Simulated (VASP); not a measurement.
# FeO (Fm-3m) in VASP: settings compared, part 2 of 3

VASP 6.6.1. Earlier steps stand in the parts before.

### 3 Single point, LDA, collinear spin, ferromagnetic start

The input, INCAR:

```
PREC = Accurate
ENCUT = 600
EDIFF = 1E-6
ISMEAR = -1
SIGMA = 0.05
LREAL = F
LASPH = T
NELM = 200
ALGO = Normal
ISIF = 2
LWAVE = F
LCHARG = T
ISPIN = 2
MAGMOM = 3 0
LORBIT = 11
LMAXMIX = 4
LELF = T
LVHAR = T
NBANDS = 18
GGA_COMPAT = F
```

The input, KPOINTS:

```
regular mesh
0
Gamma
  6 6 6
```

The input, POSCAR:

```
FeO
1.0
    0.0000000000      2.1554001600      2.1554001600
    2.1554001600      0.0000000000      2.1554001600
    2.1554001600      2.1554001600      0.0000000000
Fe O
1 1
Direct
    0.0000000000      0.0000000000      0.0000000000
    0.5000000000      0.5000000000      0.5000000000
```

Potentials or basis: VASP PAW LDA potentials, release 64 (Fe, O).

Run with:

```bash
> cat potpaw_LDA.64/Fe/POTCAR potpaw_LDA.64/O/POTCAR > POTCAR
> mpirun -np 1 vasp_std > vasp.out
```

OUTCAR:

```text
PREC = Accurate
   ENCUT = 600
   EDIFF = 1E-6
   ISMEAR = -1
   LREAL = F
   LASPH = T
   NELM = 200
   ISIF = 2
   ISPIN = 2
   LORBIT = 11

 ion  position               nearest neighbor table
   1  0.000  0.000  0.000-   2 2.16   2 2.16   2 2.16   2 2.16   2 2.16   2 2.16
   2  0.500  0.500  0.500-   1 2.16   1 2.16   1 2.16   1 2.16   1 2.16   1 2.16

  LATTYP: Found a face centered cubic cell.
 ALAT       =     4.3108003200

  Lattice vectors:

 A1 = (   0.0000000000,   2.1554001600,   2.1554001600)
 A2 = (   2.1554001600,   0.0000000000,   2.1554001600)
 A3 = (   2.1554001600,   2.1554001600,   0.0000000000)

Analysis of symmetry for initial positions (statically):
=====================================================================
 Subroutine PRICEL returns:
 Original cell was already a primitive cell.

 Routine SETGRP: Setting up the symmetry group for a
 face centered cubic supercell.

 Subroutine GETGRP returns: Found 48 space group operations
 (whereof 48 operations were pure point group operations)
 out of a pool of 48 trial point group operations.

The static configuration has the point symmetry O_h .

Analysis of symmetry for dynamics (positions and initial velocities):
=====================================================================
 Subroutine PRICEL returns:
 Original cell was already a primitive cell.

 Routine SETGRP: Setting up the symmetry group for a
 face centered cubic supercell.

 Subroutine GETGRP returns: Found 48 space group operations
 (whereof 48 operations were pure point group operations)
 out of a pool of 48 trial point group operations.

The dynamic configuration has the point symmetry O_h .

Analysis of structural, dynamic, and magnetic symmetry:
=====================================================================
 Subroutine PRICEL returns:
 Original cell was already a primitive cell.

 Routine SETGRP: Setting up the symmetry group for a
 face centered cubic supercell.

 Subroutine GETGRP returns: Found 48 space group operations
 (whereof 48 operations were pure point group operations)
 out of a pool of 48 trial point group operations.

The overall configuration has the point symmetry O_h .

 Subroutine INISYM returns: Found 48 space group operations
 (whereof 48 operations are pure point group operations),
 and found     1 'primitive' translations

----------------------------------------------------------------------------------------

                                     Primitive cell

  volume of cell :      20.0269

  direct lattice vectors                    reciprocal lattice vectors
     0.000000000  2.155400160  2.155400160    -0.231975486  0.231975486  0.231975486
     2.155400160  0.000000000  2.155400160     0.231975486 -0.231975486  0.231975486
     2.155400160  2.155400160  0.000000000     0.231975486  0.231975486 -0.231975486

  length of vectors
     3.048196139  3.048196139  3.048196139     0.401793328  0.401793328  0.401793328

  position of ions in fractional coordinates (direct lattice)
     0.000000000  0.000000000  0.000000000
     0.500000000  0.500000000  0.500000000

[... 57 lines left out ...]
 SYSTEM =  unknown system
   PREC   = accura    normal or accurate (medium, high low for compatibility)
   ISTART =      0    job   : 0-new  1-cont  2-samecut
   ICHARG =      2    charge: 1-file 2-atom 10-const
   ISPIN  =      2    spin polarized calculation?
   LNONCOLLINEAR =      F non collinear calculations
   LSORBIT =      F    spin-orbit coupling
   LASPH  =      T    aspherical Exc in radial PAW
   ENCUT  =  600.0 eV  44.10 Ry    6.64 a.u.   6.09  6.09  6.09*2*pi/ulx,y,z
   NELM   =    200;   NELMIN=  2; NELMDL= -5     # of ELM steps
   EDIFF  = 0.1E-05   stopping-criterion for ELM
   LREAL  =      F    real-space projection
   EDIFFG = 0.1E-04   stopping-criterion for IOM
   NSW    =      0    number of steps for IOM
   IBRION =     -1    ionic relax: 0-MD 1-quasi-New 2-CG
   NFREE  =      0    steps in history (QN), initial steepest desc. (CG)
   ISIF   =      2    stress and relaxation
   ISYM   =      2    0-nonsym 1-usesym 2-fastsym
   POTIM  = 0.5000    time-step for ionic-motion
   TEBEG  =    0.0;   TEEND  =   0.0 temperature during run
   PSTRESS=    0.0 pullay stress
   NELECT =      14.0000    total number of electrons
   NUPDOWN=      -1.0000    fix difference up-down
   EMIN   =  10.00;   EMAX   =-10.00  energy-range for DOS
   EFERMI =   0.00;   METHOD = LEGACY
   ISMEAR =    -1;   SIGMA  =   0.05  broadening in eV -4-tet -1-fermi 0-gaus
   EFERMI_NEDOS =   21; number of points for ismear=-14 and -15
   IALGO  =     38    algorithm
   IMIX   =      4    mixing-type and parameters
     AMIX     =   0.40;   BMIX     =  1.00
     AMIX_MAG =   1.60;   BMIX_MAG =  1.00
  volume/ion in A,a.u.               =      10.01        67.57
  Fermi-wavevector in a.u.,A,eV,Ry     =   1.452935  2.745650 28.722183  2.111021
  Thomas-Fermi vector in A             =   2.570260
   LORBIT       =     11    0 simple, 1 ext, 2 COOP (PROOUT), +10 PAW based schemes
   GGA     = CA    functional components
   LHFCALC =     F    Hartree Fock is set to
   AEXX    =    0.0000 exact exchange contribution
   IVDW    =     0    specifies the selected vdW correction
   LEPSILON=     F    determine dielectric tensor
   LRPA    =     F    only Hartree local field effects (RPA)
 spin polarized calculation
  energy-cutoff  :      600.00
  volume of cell :       20.03
 maximum number of plane-waves:       692
   NGX = 13   NGY = 13   NGZ = 13

 number of electron      13.9999998 magnetization       3.9774726

 Free energy of the ion-electron system (eV)
  ---------------------------------------------------
  ext. energy  EPLUGINS =         0.00000000
  ---------------------------------------------------
  free energy    TOTEN  =       -16.40078716 eV

  energy without entropy =      -16.38353799  energy(sigma->0) =      -16.39216258

 E-fermi :   5.8306     XC(G=0): -12.6223

 val. band max:        5.8210193087   @ k =   0.1667   0.1667   0.0000
 cond. band min:       5.9027941032   @ k =  -0.3333   0.3333   0.1667
 fundamental gap:      0.0817747945
 Fermi energy:         5.8305993323

 spin component 1

 k-point     1 :       0.0000    0.0000    0.0000
  band No.  band energies     occupation
      1     -14.5456      1.00000
      2       2.0887      1.00000
      3       2.0887      1.00000
      4       2.0887      1.00000
      5       2.2083      1.00000
      6       2.2083      1.00000
[... 312 lines left out ...]
      4      -0.3854      1.00000
      5       2.5878      1.00000
      6       3.2618      1.00000
[... 10 lines left out ...]
     17      34.7996      0.00000
     18      35.5202      0.00000
 Fermi energy:         5.8305993323

 spin component 2

 k-point     1 :       0.0000    0.0000    0.0000
  band No.  band energies     occupation
      1     -13.9808      1.00000
      2       2.6888      1.00000
      3       2.6888      1.00000
      4       2.6888      1.00000
      5       5.0733      1.00000
      6       5.0733      1.00000
[... 313 lines left out ...]
      5       5.0278      1.00000
      6       6.2761      0.00013
[... 10 lines left out ...]
     17      35.7992      0.00000
     18      35.8110      0.00000

------------------------ aborting loop because EDIFF is reached ----------------------------------------

  FORCE on cell =-STRESS in cart. coord.  units (eV):
  Direction    XX          YY          ZZ          XY          YZ          ZX
  --------------------------------------------------------------------------------------
  -------------------------------------------------------------------------------------
  Total       -1.9707722     -1.9707722     -1.9707722     -0.0000000     -0.0000000      0.0000000
  in kB     -157.6642723   -157.6642723   -157.6642723     -0.0000000     -0.0000000      0.0000000
  external PRESSURE =    -157.6642723 kB  Pullay stress =       0.0000000 kB

 VOLUME and BASIS-vectors are now :
 -----------------------------------------------------------------------------
  energy-cutoff  :      600.00
  volume of cell :       20.03
      direct lattice vectors                 reciprocal lattice vectors
     0.000000000  2.155400160  2.155400160    -0.231975486  0.231975486  0.231975486
     2.155400160  0.000000000  2.155400160     0.231975486 -0.231975486  0.231975486
     2.155400160  2.155400160  0.000000000     0.231975486  0.231975486 -0.231975486

 POSITION                                       TOTAL-FORCE (eV/Angst)
 -----------------------------------------------------------------------------------
      0.00000      0.00000      0.00000         0.000000      0.000000      0.000000
      2.15540      2.15540      2.15540        -0.000000     -0.000000     -0.000000
 -----------------------------------------------------------------------------------
    total drift:                                0.000000     -0.000000     -0.000000

  FREE ENERGIE OF THE ION-ELECTRON SYSTEM (eV)
  ---------------------------------------------------
  free  energy   TOTEN  =       -16.4007871616 eV

  energy  without entropy=      -16.3835379914  energy(sigma->0) =      -16.39216258

 total charge

# of ion       s       p       d       tot
------------------------------------------
    1        0.293   0.364   6.109   6.765
    2        1.541   3.411   0.000   4.951
--------------------------------------------------
tot          1.833   3.775   6.109  11.717

 magnetization (x)

# of ion       s       p       d       tot
------------------------------------------
    1        0.025   0.021   3.516   3.561
    2        0.030   0.280   0.000   0.310
--------------------------------------------------
tot          0.055   0.301   3.516   3.871
```

OSZICAR:

```text
N       E                     dE             d eps       ncg     rms          rms(c)
DAV:   1     0.783432875365E+02    0.78343E+02   -0.71175E+03  1208   0.102E+03
DAV:   2    -0.132011996098E+02   -0.91544E+02   -0.77962E+02  1170   0.227E+02
DAV:   3    -0.187668210740E+02   -0.55656E+01   -0.52208E+01  1368   0.585E+01
DAV:   4    -0.188160468674E+02   -0.49226E-01   -0.49188E-01  1372   0.515E+00
DAV:   5    -0.188164056217E+02   -0.35875E-03   -0.35874E-03  1440   0.468E-01    0.163E+01
DAV:   6    -0.173204886331E+02    0.14959E+01   -0.15502E+01  1506   0.574E+01    0.196E+01
DAV:   7    -0.164655763636E+02    0.85491E+00   -0.43857E+00  1460   0.383E+01    0.929E+00
DAV:   8    -0.164322168118E+02    0.33360E-01   -0.20231E-01  1456   0.559E+00    0.535E+00
DAV:   9    -0.164053788880E+02    0.26838E-01   -0.16112E-01  1810   0.664E+00    0.210E+00
DAV:  10    -0.163996248912E+02    0.57540E-02   -0.46980E-02  1644   0.474E+00    0.298E-01
DAV:  11    -0.164008325535E+02   -0.12077E-02   -0.61672E-03  1402   0.683E-01    0.177E-01
DAV:  12    -0.164007952769E+02    0.37277E-04   -0.16550E-04  1694   0.156E-01    0.483E-02
DAV:  13    -0.164007957897E+02   -0.51279E-06   -0.64076E-05  1512   0.145E-01    0.703E-02
DAV:  14    -0.164007873592E+02    0.84305E-05   -0.24571E-05  1760   0.841E-02    0.690E-03
DAV:  15    -0.164007871616E+02    0.19759E-06   -0.17967E-06  1138   0.119E-02
   1 F= -.16400787E+02 E0= -.16392163E+02  d E =-.172492E-01  mag=     3.9773
```

stdout:

```text
POSCAR found type information on POSCAR FeO
 POSCAR found :  2 types and       2 ions
 scaLAPACK will be used
 LDA part: xc-table for (Slater(with rela. corr.)+CA(PZ))
 , standard interpolation
 POSCAR, INCAR and KPOINTS ok, starting setup
 FFT: planning ... GRIDC
 FFT: planning ... GRID_SOFT
 FFT: planning ... GRID
 WAVECAR not read
 entering main loop
```

It took 11 s on 1 thread of Intel Xeon 6975P-C, shared host; peak memory 0.14 GiB.

Results:

```
Free energy                                           : -16.4008 eV
Pressure                                              : -15.8 GPa
Band gap on the k mesh                                : zero (filled and empty bands overlap)
Net moment                                            : 3.98 μB per cell
Site moments                                          : Fe +3.56; O +0.31 μB
Valence electrons inside the program's atomic spheres : Fe 6.76; O 4.95
```

Caveat: the k points lie up to 0.42 Å⁻¹ apart; a cell with one magnetic atom can't hold antiferromagnetic order, which such compounds often take; semilocal functionals often make such compounds metallic where correlation or magnetic order opens a gap, which also shifts bond lengths. With open d or f shells a metallic result of LDA can be an artefact of self-interaction; +U or a hybrid may open a gap.

### 4 Single point, PBE, collinear spin, ferromagnetic start

The input, INCAR:

```
SYSTEM = FeO
ALGO     = Normal         ! electronic algorithm
EDIFF    = 1E-6           ! SCF threshold, eV
ENCUT    = 600            ! plane-wave cutoff, eV
GGA      = PE             ! functional
GGA_COMPAT= .FALSE.      
ISIF     = 2              ! what is computed and relaxed
ISMEAR   = -1             ! smearing method
ISPIN    = 2              ! spin polarisation
LASPH    = .TRUE.         ! aspherical terms in the spheres
LCHARG   = .TRUE.         ! write CHGCAR
LELF     = .TRUE.         ! ELF
LMAXMIX  = 4              ! l up to which the mixer works
LORBIT   = 11             ! projections on sites
LREAL    = .FALSE.        ! projectors in reciprocal space
LVHAR    = .TRUE.       
LWAVE    = .FALSE.        ! write WAVECAR
MAGMOM   = 3 0            ! initial moments
NBANDS   = 18             ! bands
NELM     = 200            ! most SCF steps
PREC     = Accurate       ! precision mode
SIGMA    = 0.05           ! smearing width, eV
```

The input, KPOINTS:

```
k-points
0
G
  6 6 6
  0 0 0
```

POSCAR is that of step 3.

Potentials or basis: VASP PAW PBE potentials, release 64 (Fe, O).

Run with:

```bash
> cat potpaw_PBE.64/Fe/POTCAR potpaw_PBE.64/O/POTCAR > POTCAR
> mpirun -np 1 vasp_std > vasp.out
```

OUTCAR:

```text
SYSTEM = FeO
   EDIFF = 1E-6
   ENCUT = 600
   GGA = PE
   ISIF = 2
   ISMEAR = -1
   ISPIN = 2
   LASPH = .TRUE.
   LORBIT = 11
   LREAL = .FALSE.
   NELM = 200
   PREC = Accurate

 ion  position               nearest neighbor table
   1  0.000  0.000  0.000-   2 2.16   2 2.16   2 2.16   2 2.16   2 2.16   2 2.16
   2  0.500  0.500  0.500-   1 2.16   1 2.16   1 2.16   1 2.16   1 2.16   1 2.16

  LATTYP: Found a face centered cubic cell.
 ALAT       =     4.3108003200

  Lattice vectors:

 A1 = (   0.0000000000,   2.1554001600,   2.1554001600)
 A2 = (   2.1554001600,   0.0000000000,   2.1554001600)
 A3 = (   2.1554001600,   2.1554001600,   0.0000000000)

Analysis of symmetry for initial positions (statically):
=====================================================================
 Subroutine PRICEL returns:
 Original cell was already a primitive cell.

 Routine SETGRP: Setting up the symmetry group for a
 face centered cubic supercell.

 Subroutine GETGRP returns: Found 48 space group operations
 (whereof 48 operations were pure point group operations)
[... 837 lines left out ...]
      5       5.3986      1.00000
      6       6.6447      0.00016
[... 10 lines left out ...]
     17      36.0529      0.00000
     18      36.2667      0.00000

------------------------ aborting loop because EDIFF is reached ----------------------------------------

  FORCE on cell =-STRESS in cart. coord.  units (eV):
  Direction    XX          YY          ZZ          XY          YZ          ZX
  --------------------------------------------------------------------------------------
  -------------------------------------------------------------------------------------
  Total       -0.0209859     -0.0209859     -0.0209859      0.0000000      0.0000000     -0.0000000
  in kB       -1.6788961     -1.6788961     -1.6788961      0.0000000      0.0000000     -0.0000000
  external PRESSURE =      -1.6788961 kB  Pullay stress =       0.0000000 kB

 VOLUME and BASIS-vectors are now :
 -----------------------------------------------------------------------------
  energy-cutoff  :      600.00
  volume of cell :       20.03
      direct lattice vectors                 reciprocal lattice vectors
     0.000000000  2.155400160  2.155400160    -0.231975486  0.231975486  0.231975486
     2.155400160  0.000000000  2.155400160     0.231975486 -0.231975486  0.231975486
     2.155400160  2.155400160  0.000000000     0.231975486  0.231975486 -0.231975486

 POSITION                                       TOTAL-FORCE (eV/Angst)
 -----------------------------------------------------------------------------------
      0.00000      0.00000      0.00000         0.000000      0.000000      0.000000
      2.15540      2.15540      2.15540        -0.000000     -0.000000     -0.000000
 -----------------------------------------------------------------------------------
    total drift:                                0.000000     -0.000000      0.000000

  FREE ENERGIE OF THE ION-ELECTRON SYSTEM (eV)
  ---------------------------------------------------
  free  energy   TOTEN  =       -14.9290610153 eV

  energy  without entropy=      -14.9145927805  energy(sigma->0) =      -14.92182690

 total charge

# of ion       s       p       d       tot
------------------------------------------
    1        0.287   0.358   6.085   6.731
    2        1.553   3.441   0.000   4.993
--------------------------------------------------
tot          1.840   3.799   6.085  11.724

 magnetization (x)

# of ion       s       p       d       tot
------------------------------------------
    1        0.028   0.021   3.572   3.621
    2        0.030   0.269   0.000   0.299
--------------------------------------------------
tot          0.058   0.290   3.572   3.920
```

stdout:

```text
POSCAR found type information on POSCAR FeO
 POSCAR found :  2 types and       2 ions
 scaLAPACK will be used
 LDA part: xc-table for (Slater+PW92), standard interpolation
 POSCAR, INCAR and KPOINTS ok, starting setup
 FFT: planning ... GRIDC
 FFT: planning ... GRID_SOFT
 FFT: planning ... GRID
 WAVECAR not read
 entering main loop
```

It took 12 s on 1 thread of Intel Xeon 6975P-C, shared host; peak memory 0.15 GiB.

What came out:

```yaml
Free_energy: -14.9291 eV
Pressure: -0.2 GPa
Band_gap_on_the_k_mesh: zero (filled and empty bands overlap)
Net_moment: 4.00 μB per cell
Site_moments: Fe +3.62; O +0.30 μB
Valence_electrons_inside_the_program's_atomic_spheres: Fe 6.73; O 4.99
```

Levels at points of the mesh, in eV from the Fermi level:
Spin up:
```csv
k point,band 6,band 7,band 8,band 9,band 10,band 11,band 12,band 13
"(0.00, 0.00, 0.00)",-3.80,-3.80,-3.69,-3.69,0.08,15.46,17.02,17.02
"(0.50, 0.00, 0.00)",-3.08,-2.51,-0.35,-0.35,4.08,8.46,12.54,12.54
"(0.50, 0.50, 0.00)",-3.30,-2.82,-2.81,-2.81,5.27,8.74,10.76,14.70
```
Spin down:
| k point | band 3 | band 4 | band 5 | band 6 | band 7 | band 8 |
| --- | --- | --- | --- | --- | --- | --- |
| (0.00, 0.00, 0.00) | -3.24 | -3.24 | -0.74 | -0.74 | -0.74 | 0.18 |
| (0.50, 0.00, 0.00) | -5.15 | -5.15 | 0.38 | 0.38 | 0.59 | 2.77 |
| (0.50, 0.50, 0.00) | -4.42 | -4.42 | -2.12 | 0.72 | 0.72 | 0.72 |

Caveat: the k points lie up to 0.42 Å⁻¹ apart; a cell with one magnetic atom can't hold antiferromagnetic order, which such compounds often take; semilocal functionals often make such compounds metallic where correlation or magnetic order opens a gap, which also shifts bond lengths.

(Continued in part 3 of 3.)
